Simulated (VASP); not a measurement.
A run of VASP 6.6.1 is set up as follows.

INCAR

```
ALGO = Normal
EDIFF = 1E-7
ENCUT = 520
GGA = PS
ISIF = 2
ISMEAR = -1
LASPH = T
LCHARG = F
LREAL = F
LWAVE = F
NBANDS = 18
NELM = 80
PREC = Accurate
SIGMA = 0.05
```

File KPOINTS:

```
k-points
0
Gamma
  12 12 12
```

File POSCAR:

```
Si2Mo
1.0
   -1.6105963353      1.6105963353      3.9565305599
    1.6105963353     -1.6105963353      3.9565305599
    1.6105963353      1.6105963353     -3.9565305599
Mo Si
1 2
Direct
    0.0000000000      0.0000000000      0.0000000000
    0.6670000000      0.6670000000      0.0000000000
    0.3330000000      0.3330000000      0.0000000000
```

Potentials or basis: VASP PAW PBE potentials, release 64 (Mo_sv, Si).

The run is started by

```bash
$ cat potpaw_PBE.64/Mo_sv/POTCAR potpaw_PBE.64/Si/POTCAR > POTCAR
$ mpirun -np 1 vasp_std > vasp.out
```

(1) What does it give for the largest force?

(2) Estimate the pressure.

(3) What does it give for the band gap on the k mesh?

## Answers

(1) 0.351 eV/Å.

(2) -6.4 GPa.

(3) zero (band 11 reaches 12.40 eV, above the bottom of band 12 at 11.37 eV).

Caveat: the PAW data sets were made with another functional, which shifts forces and pressure a little.
